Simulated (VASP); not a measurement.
Write the native input for VASP 6.6.1 that does the following.

| Item | Value |
| --- | --- |
| Task | single point |
| Functional | PBE |
| Potentials or basis | VASP PAW PBE potentials, release 64 (Na_pv, Ta_pv, O) |
| Cutoff | 520 eV |
| k mesh | 6 × 6 × 2 |
| Occupations | gaussian, width 0.2 eV |
| Spin | no spin polarisation |
| Dipole correction | no |
| Further INCAR settings | ALGO = Normal; EDIFF = 1e-06; NBANDS = 38 |

The structure of NaTa3O3 lies in POSCAR:

```
NaTa3O3
1.0
    2.9233775895      0.0000000000      0.0000000000
   -1.4616887947      2.5317192573      0.0000000000
    0.0000000000      0.0000000000     11.8655283212
Na Ta O
1 3 3
Direct
    0.0000000000      0.0000000000     -0.0048525175
    0.6666666667      0.3333333333      0.4583402356
    0.0000000000      0.0000000000      0.7351112799
    0.0000000000      0.0000000000      0.2468283780
    0.3333333333      0.6666666667      0.6210871722
    0.3333333333      0.6666666667      0.8469848446
    0.6666666667      0.3333333333      0.1305006072
```

One way to write it, as run:

INCAR

```
SYSTEM = NaTa3O3
PREC     = Accurate       ! precision mode
ENCUT    = 520            ! plane-wave cutoff, eV
EDIFF    = 1E-6           ! SCF threshold, eV
ISMEAR   = 0              ! smearing method
SIGMA    = 0.2            ! smearing width, eV
LREAL    = .FALSE.        ! projectors in reciprocal space
LASPH    = .TRUE.         ! aspherical terms in the spheres
NELM     = 60             ! most SCF steps
ALGO     = Normal         ! electronic algorithm
ISIF     = 2              ! what is computed and relaxed
LWAVE    = .FALSE.        ! write WAVECAR
LCHARG   = .TRUE.         ! write CHGCAR
GGA      = PE             ! functional
LELF     = .TRUE.         ! ELF
LVHAR    = .TRUE.       
NBANDS   = 38             ! bands
```

KPOINTS

```
Automatic mesh
0
G
  6 6 2
  0 0 0
```

Potentials or basis: VASP PAW PBE potentials, release 64 (Na_pv, Ta_pv, O).

Command:

```console
$ cat potpaw_PBE.64/Na_pv/POTCAR potpaw_PBE.64/Ta_pv/POTCAR potpaw_PBE.64/O/POTCAR > POTCAR
$ mpirun -np 1 vasp_std > vasp.out
```

Results of the run:

| Item | Value |
| --- | --- |
| Pressure | 0.4 GPa |
| Largest force | 0.048 eV/Å |
| Band gap on the k mesh | zero (bands 29 and 30 overlap by 0.46 eV) |

Caveat: the k points lie up to 0.41 Å⁻¹ apart; spin-orbit coupling is left out, which moves the levels of the heavy elements.

Run time: 41 s on 1 thread of AMD EPYC 9R45 96-Core Processor (Zen 5), with other jobs on the host, peak memory 0.2 GiB.
